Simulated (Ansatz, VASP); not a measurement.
# Hg: VASP beside Ansatz

```
Hg
1.0
     1.93811    1.11897    2.18184
    -1.93811    1.11897    2.18184
     0.00000   -2.23794    2.18184
Hg
1
Direct
  0.00000 0.00000 0.00000
```

Alike in both runs: functional PBE; k mesh 8 × 8 × 8; occupations gaussian, width 0.05 eV; no spin polarisation.

Ansatz relaxed the structure, and its values are those at the end. VASP's run is a single point on that final structure, the one shown.

|  | VASP | Ansatz |
| --- | --- | --- |
| version | VASP 6.6.1 | Ansatz 0.2.0 |
| potentials or method | VASP PAW PBE potentials, release 64 (Hg), cutoff 520 eV | scalar-relativistic, plane waves, PAW |
| valence electrons in the cell | 12 | 20 |

|  | VASP | Ansatz | Ansatz less VASP |
| --- | --- | --- | --- |
| gap on the k mesh at the Fermi level (eV) | none | none | - |
| pressure (GPa) | 0.2 | 0.1 | -0.17 |

A gap of «none» marks a metal or a gap that the smearing closes. With one functional, cell and mesh, what is left measures potentials, basis and numerics. VASP's potentials hold 12 valence electrons a cell and Ansatz's 20, so a difference there can come from the potentials and not from the codes.

Spin-orbit coupling is off throughout.
